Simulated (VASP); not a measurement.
# Pt (Im-3m) in VASP: a series of runs

Runs on Pt. Level: PBEsol. Tasks: single point.

Everything below comes from runs of VASP 6.6.1. Logs are shortened: lines on timing, memory, paths and dates and some standing lists are left out, and cuts for length are marked.

## (1) The cell of the first run

Symmetry: Im-3m, No. 229, cubic system. Conventional cell: a = 3.168 Å, b = 3.168 Å, c = 3.168 Å, α = 90.00°, β = 90.00°, γ = 90.00°. Pt (site symmetry m-3m) has 14 Pt at 2.74 to 3.17 Å within 3.6 Å.

## (2) Single point, PBEsol

File INCAR:

```
SYSTEM = Pt
  PREC = Accurate
  ENCUT = 500
  EDIFF = 1E-6
  ISMEAR = 1
  SIGMA = 0.05
  LREAL = .False.
  LASPH = .True.
  NELM = 120
  ALGO = Normal
  ISIF = 2
  LWAVE = .False.
  LCHARG = .False.
  GGA = PS
  NBANDS = 11
  GGA_COMPAT = .False.
```

File KPOINTS:

```
Automatic mesh
0
Gamma
  3 3 3
  0 0 0
```

File POSCAR:

```
Pt
1.0
   -1.5842200000      1.5842200000      1.5842200000
    1.5842200000     -1.5842200000      1.5842200000
    1.5842200000      1.5842200000     -1.5842200000
Pt
1
Direct
    0.0000000000      0.0000000000      0.0000000000
```

Potentials or basis: VASP PAW PBE potentials, release 64 (Pt).

On the command line:

```
$ cat potpaw_PBE.64/Pt/POTCAR > POTCAR
$ mpirun -np 1 vasp_std > vasp.out
```

OUTCAR:

```text
SYSTEM = Pt
   PREC = Accurate
   ENCUT = 500
   EDIFF = 1E-6
   ISMEAR = 1
   LREAL = .False.
   LASPH = .True.
   NELM = 120
   ISIF = 2
   GGA = PS

 ion  position               nearest neighbor table
   1  0.000  0.000  0.000-

  LATTYP: Found a body centered cubic cell.
 ALAT       =     3.1684400000

  Lattice vectors:

 A1 = (  -1.5842200000,   1.5842200000,   1.5842200000)
 A2 = (   1.5842200000,  -1.5842200000,   1.5842200000)
 A3 = (   1.5842200000,   1.5842200000,  -1.5842200000)

Analysis of symmetry for initial positions (statically):
=====================================================================
 Subroutine PRICEL returns:
 Original cell was already a primitive cell.

 Routine SETGRP: Setting up the symmetry group for a
 body centered cubic supercell.

 Subroutine GETGRP returns: Found 48 space group operations
 (whereof 48 operations were pure point group operations)
 out of a pool of 48 trial point group operations.

The static configuration has the point symmetry O_h .

Analysis of symmetry for dynamics (positions and initial velocities):
=====================================================================
 Subroutine PRICEL returns:
 Original cell was already a primitive cell.

 Routine SETGRP: Setting up the symmetry group for a
 body centered cubic supercell.

 Subroutine GETGRP returns: Found 48 space group operations
 (whereof 48 operations were pure point group operations)
 out of a pool of 48 trial point group operations.

The dynamic configuration has the point symmetry O_h .

 Subroutine INISYM returns: Found 48 space group operations
 (whereof 48 operations are pure point group operations),
 and found     1 'primitive' translations

----------------------------------------------------------------------------------------

                                     Primitive cell

  volume of cell :      15.9040

  direct lattice vectors                    reciprocal lattice vectors
    -1.584220000  1.584220000  1.584220000     0.000000000  0.315612731  0.315612731
     1.584220000 -1.584220000  1.584220000     0.315612731  0.000000000  0.315612731
     1.584220000  1.584220000 -1.584220000     0.315612731  0.315612731  0.000000000

  length of vectors
     2.743949530  2.743949530  2.743949530     0.446343804  0.446343804  0.446343804

  position of ions in fractional coordinates (direct lattice)
     0.000000000  0.000000000  0.000000000

  ion indices of the primitive-cell ions
   primitive index   ion index
                 1           1

----------------------------------------------------------------------------------------

 KPOINTS: Automatic mesh

Automatic generation of k-mesh.
 Grid dimensions read from file:
 generate k-points for:    3    3    3

 Generating k-lattice:

  Cartesian coordinates                     Fractional coordinates (reciprocal lattice)
     0.000000000  0.105204244  0.105204244     0.333333333  0.000000000  0.000000000
     0.105204244  0.000000000  0.105204244     0.000000000  0.333333333  0.000000000
     0.105204244  0.105204244  0.000000000     0.000000000  0.000000000  0.333333333

  Length of vectors
     0.148781268  0.148781268  0.148781268

  Shift w.r.t. Gamma in fractional coordinates (k-lattice)
     0.000000000  0.000000000  0.000000000

 Subroutine IBZKPT returns following result:
 ===========================================

 Found      4 irreducible k-points:

 Following reciprocal coordinates:
            Coordinates               Weight
  0.000000  0.000000  0.000000      1.000000
  0.333333  0.000000  0.000000     12.000000
  0.333333  0.333333  0.000000      8.000000
 -0.333333  0.333333  0.333333      6.000000
   k-points           NKPTS =      4   k-points in BZ     NKDIM =      4   number of bands    NBANDS=     11
   number of dos      NEDOS =    301   number of ions     NIONS =      1
   total plane-waves  NPLWV =   8000
   dimension x,y,z NGX =    20 NGY =   20 NGZ =   20
   dimension x,y,z NGXF=    40 NGYF=   40 NGZF=   40
   ions per type =               1
   NGX,Y,Z   is equivalent  to a cutoff of  12.12, 12.12, 12.12 a.u.
   NGXF,Y,Z  is equivalent  to a cutoff of  24.23, 24.23, 24.23 a.u.
 SYSTEM =  Pt
   PREC   = accura    normal or accurate (medium, high low for compatibility)
   ISTART =      0    job   : 0-new  1-cont  2-samecut
   ICHARG =      2    charge: 1-file 2-atom 10-const
   ISPIN  =      1    spin polarized calculation?
   LNONCOLLINEAR =      F non collinear calculations
   LSORBIT =      F    spin-orbit coupling
   LASPH  =      T    aspherical Exc in radial PAW
   ENCUT  =  500.0 eV  36.75 Ry    6.06 a.u.   5.00  5.00  5.00*2*pi/ulx,y,z
   NELM   =    120;   NELMIN=  2; NELMDL= -5     # of ELM steps
   EDIFF  = 0.1E-05   stopping-criterion for ELM
   LREAL  =      F    real-space projection
   EDIFFG = 0.1E-04   stopping-criterion for IOM
   NSW    =      0    number of steps for IOM
   IBRION =     -1    ionic relax: 0-MD 1-quasi-New 2-CG
   NFREE  =      0    steps in history (QN), initial steepest desc. (CG)
   ISIF   =      2    stress and relaxation
   ISYM   =      2    0-nonsym 1-usesym 2-fastsym
   POTIM  = 0.5000    time-step for ionic-motion
   TEBEG  =    0.0;   TEEND  =   0.0 temperature during run
   PSTRESS=    0.0 pullay stress
   NELECT =      10.0000    total number of electrons
   NUPDOWN=      -1.0000    fix difference up-down
   EMIN   =  10.00;   EMAX   =-10.00  energy-range for DOS
   EFERMI =   0.00;   METHOD = LEGACY
   ISMEAR =     1;   SIGMA  =   0.05  broadening in eV -4-tet -1-fermi 0-gaus
   EFERMI_NEDOS =   21; number of points for ismear=-14 and -15
   IALGO  =     38    algorithm
   IMIX   =      4    mixing-type and parameters
     AMIX     =   0.40;   BMIX     =  1.00
     AMIX_MAG =   1.60;   BMIX_MAG =  1.00
  volume/ion in A,a.u.               =      15.90       107.33
  Fermi-wavevector in a.u.,A,eV,Ry     =   1.402510  2.650360 26.763132  1.967035
  Thomas-Fermi vector in A             =   2.525265
   LORBIT       =      0    0 simple, 1 ext, 2 COOP (PROOUT), +10 PAW based schemes
   GGA     = PS    functional components
   LHFCALC =     F    Hartree Fock is set to
   AEXX    =    0.0000 exact exchange contribution
   IVDW    =     0    specifies the selected vdW correction
   LEPSILON=     F    determine dielectric tensor
   LRPA    =     F    only Hartree local field effects (RPA)
 non-spin polarized calculation
 Methfessel and Paxton  Order N= 1 SIGMA  =   0.05
  energy-cutoff  :      500.00
  volume of cell :       15.90
 maximum number of plane-waves:       414
   NGX =  9   NGY =  9   NGZ =  9

 number of electron      10.0000000 magnetization

 Free energy of the ion-electron system (eV)
  ---------------------------------------------------
  ext. energy  EPLUGINS =         0.00000000
  ---------------------------------------------------
  free energy    TOTEN  =        -6.07884062 eV

  energy without entropy =       -6.07968227  energy(sigma->0) =       -6.07912117

 E-fermi :   9.2220     XC(G=0): -13.3215

 val. band max:        9.2051118426   @ k =  -0.3333   0.3333   0.3333
 cond. band min:       9.4299866241   @ k =   0.3333   0.0000   0.0000
 fundamental gap:      0.2248747815
 Fermi energy:         9.2220186812

 k-point     1 :       0.0000    0.0000    0.0000
  band No.  band energies     occupation
      1       0.4064      2.00000
      2       6.4054      2.00000
      3       6.4054      2.00000
      4       6.4054      2.00000
      5       8.9324      2.00000
      6       8.9324      2.00000
      7      26.9867      0.00000
      8      26.9867      0.00000
      9      26.9867      0.00000
     10      36.9360      0.00000
     11      36.9369      0.00000

 k-point     2 :       0.3333    0.0000    0.0000
  band No.  band energies     occupation
      1       3.2193      2.00000
      2       5.3149      2.00000
      3       7.2068      2.00000
      4       8.6484      2.00000
      5       9.1235      2.01759
      6       9.4300     -0.00000
      7      20.8506      0.00000
      8      24.5238      0.00000
      9      28.5056      0.00000
     10      32.2897      0.00000
     11      33.1828      0.00000

 k-point     3 :       0.3333    0.3333    0.0000
  band No.  band energies     occupation
      1       4.5925      2.00000
      2       6.0287      2.00000
      3       6.0287      2.00000
      4       9.1359      2.03518
      5       9.1359      2.03520
      6      15.3458      0.00000
      7      17.5261      0.00000
      8      17.5261      0.00000
      9      26.2774      0.00000
     10      32.1673      0.00000
     11      32.1673      0.00000

 k-point     4 :      -0.3333    0.3333    0.3333
  band No.  band energies     occupation
      1       4.8281      2.00000
      2       4.9217      2.00000
      3       8.1604      2.00000
      4       8.1604      2.00000
      5       9.2051      1.53765
      6      11.6816      0.00000
      7      22.2953      0.00000
      8      22.2954      0.00000
      9      24.3131      0.00000
     10      28.1534      0.00000
     11      33.3832      0.00000

------------------------ aborting loop because EDIFF is reached ----------------------------------------

  FORCE on cell =-STRESS in cart. coord.  units (eV):
  Direction    XX          YY          ZZ          XY          YZ          ZX
  --------------------------------------------------------------------------------------
  -------------------------------------------------------------------------------------
  Total       -0.0605572     -0.0605572     -0.0605572      0.0000000     -0.0000000     -0.0000000
  in kB       -6.1005607     -6.1005607     -6.1005607      0.0000000     -0.0000000     -0.0000000
  external PRESSURE =      -6.1005607 kB  Pullay stress =       0.0000000 kB

 VOLUME and BASIS-vectors are now :
 -----------------------------------------------------------------------------
  energy-cutoff  :      500.00
  volume of cell :       15.90
      direct lattice vectors                 reciprocal lattice vectors
    -1.584220000  1.584220000  1.584220000     0.000000000  0.315612731  0.315612731
     1.584220000 -1.584220000  1.584220000     0.315612731  0.000000000  0.315612731
     1.584220000  1.584220000 -1.584220000     0.315612731  0.315612731  0.000000000

 POSITION                                       TOTAL-FORCE (eV/Angst)
 -----------------------------------------------------------------------------------
      0.00000      0.00000      0.00000         0.000000      0.000000      0.000000
 -----------------------------------------------------------------------------------
    total drift:                                0.000000      0.000000      0.000000

  FREE ENERGIE OF THE ION-ELECTRON SYSTEM (eV)
  ---------------------------------------------------
  free  energy   TOTEN  =        -6.0788406216 eV

  energy  without entropy=       -6.0796822739  energy(sigma->0) =       -6.07912117
```

Wall time 4 s (1 thread of Intel Xeon 6975P-C, shared host); peak memory 0.12 GiB.

What came out:

```yaml
Free_energy: -6.0788 eV
Pressure: -0.6 GPa
Band_gap_on_the_k_mesh: zero (band 5 reaches 9.21 eV, above the bottom of band 6 at 8.93 eV)
```

Caveat: the k points lie up to 0.93 Å⁻¹ apart; the PAW data sets were made with another functional, which shifts forces and pressure a little; spin-orbit coupling is left out, which moves the levels of the heavy elements.

## (3) Single point, PBEsol

File INCAR:

```
SYSTEM = Pt
  ALGO = Normal
  EDIFF = 1E-6
  ENCUT = 500
  GGA = PS
  GGA_COMPAT = .False.
  ISIF = 2
  ISMEAR = 1
  LASPH = .True.
  LCHARG = .True.
  LELF = .True.
  LREAL = .False.
  LVHAR = .True.
  LWAVE = .False.
  NBANDS = 11
  NELM = 120
  PREC = Accurate
  SIGMA = 0.05
```

File KPOINTS:

```
k-points
0
Gamma
  5 5 5
  0 0 0
```

POSCAR is that of step 2.

Potentials or basis: VASP PAW PBE potentials, release 64 (Pt).

On the command line:

```
$ cat potpaw_PBE.64/Pt/POTCAR > POTCAR
$ mpirun -np 1 vasp_std > vasp.out
```

Wall time 3.5 s (1 thread of Intel Xeon 6975P-C, shared host); peak memory 0.12 GiB.

Results (log left out):

```
Free energy            : -6.6675 eV
Pressure               : -9.2 GPa
Band gap on the k mesh : zero (band 5 reaches 10.10 eV, above the bottom of band 6 at 8.94 eV)
```

Levels at points of the mesh, in eV from the Fermi level:
| k point | band 3 | band 4 | band 5 | band 6 | band 7 | band 8 |
| --- | --- | --- | --- | --- | --- | --- |
| (0.00, 0.00, 0.00) | -3.64 | -3.64 | -1.14 | -1.14 | 16.91 | 16.91 |

Caveat: the k points lie up to 0.56 Å⁻¹ apart; the PAW data sets were made with another functional, which shifts forces and pressure a little; spin-orbit coupling is left out, which moves the levels of the heavy elements.
